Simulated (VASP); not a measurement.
Set up this calculation in VASP 6.6.1, as the native input.

```
Task                   : relaxation of cell and atoms
Functional             : BLYP
Dispersion             : D4
Potentials or basis    : VASP PAW PBE potentials, release 64 (Al)
Cutoff                 : 600 eV
k mesh                 : 11 × 11 × 11
Occupations            : fermi-dirac, width 0.05 eV
Spin                   : no spin polarisation
Dipole correction      : no
Further INCAR settings : ALGO = Normal; EDIFF = 1e-06; IBRION = 2; EDIFFG = -0.02; NSW = 80; ISIF = 3
```

The structure of Al lies in POSCAR:

```
Al
1.0
    0.0000000000      2.0248050000      2.0248050000
    2.0248050000      0.0000000000      2.0248050000
    2.0248050000      2.0248050000      0.0000000000
Al
1
Direct
    0.0000000000      0.0000000000      0.0000000000
```

These files were run (other wordings do the same):

INCAR

```
AGGAC = 1.0 ; AGGAX = 1.0
ALDAC = 0.0 ; ALDAX = 1.0
ALGO = Normal ; EDIFF = 1E-6
EDIFFG = -0.02 ; ENCUT = 600
GGA = B5 ; IBRION = 2
ISIF = 3 ; ISMEAR = -1
IVDW = 13 ; LASPH = True
LCHARG = False ; LREAL = False
LWAVE = False ; NELM = 80
NSW = 80 ; PREC = Accurate
SIGMA = 0.05 ; VDW_A1 = 0.44488865
VDW_A2 = 4.0933009 ; VDW_S6 = 1.0
VDW_S8 = 2.34076671
```

KPOINTS

```
k-points
0
Gamma
  11 11 11
```

Potentials or basis: VASP PAW PBE potentials, release 64 (Al).

The run is started by

```console
$ cat potpaw_PBE.64/Al/POTCAR > POTCAR
$ mpirun -np 1 vasp_std > vasp.out
```

Results of the run:

The relaxed volume is 15.84 Å³/atom. The relaxed cell is a = 2.819 Å, b = 2.819 Å, c = 2.819 Å, α = 60.00°, β = 60.00°, γ = 60.00° and the space group after relaxing (to 0.05 Å) is Fm-3m (No. 225). The energy gained by relaxing is 7.3 meV/atom, the ionic steps are 2 and the pressure after relaxing is 0.2 GPa. The dispersion energy per atom is -0.680 eV.

Caveat: the PAW data sets were made with another functional, which shifts forces and pressure a little; pairwise dispersion overbinds metals, which lowers pressure and volume.

Run time: 5.7 s on 1 thread of Intel(R) Xeon(R) 6975P-C (Granite Rapids) (shared host), peak memory 0.13 GiB.
